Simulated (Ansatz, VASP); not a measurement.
Ni2H: VASP beside Ansatz

```xyz
3
Lattice="2.4909 0.0000 0.0000 -1.2455 2.1572 0.0000 0.0000 0.0000 4.1177" Properties=species:S:1:pos:R:3 pbc="T T T"
Ni    1.2455    0.7191    3.1642
Ni    0.0000    1.4381    1.1840
H     0.0000    0.0000    0.1153
```

Alike in both runs: functional LDA; k mesh 18 × 18 × 10; occupations fermi-dirac, width 0.15 eV; no spin polarisation.

Ansatz relaxed the structure, and its values are those at the end. VASP's run is a single point on that final structure, the one shown.

|  | VASP | Ansatz |
| --- | --- | --- |
| version | VASP 6.6.1 | Ansatz 0.2.0 |
| potentials or method | VASP PAW LDA potentials, release 64 (Ni, H), cutoff 520 eV | scalar-relativistic, plane waves, PAW |
| valence electrons in the cell | 21 | 37 |

|  | VASP | Ansatz | Ansatz less VASP |
| --- | --- | --- | --- |
| gap on the k mesh at the Fermi level (eV) | none | none | - |
| pressure (GPa) | 0.1 | 0.0 | -0.11 |
| rms of the force components (eV/Å) | 0.006 | 0.000 | -0.0064 |

LDA's correlation is that of Perdew and Zunger in VASP and of Perdew and Wang (1992) in Ansatz. A gap of «none» marks a metal or a gap that the smearing closes. VASP's potentials hold 21 valence electrons a cell and Ansatz's 37, so a difference there can come from the potentials and not from the codes.
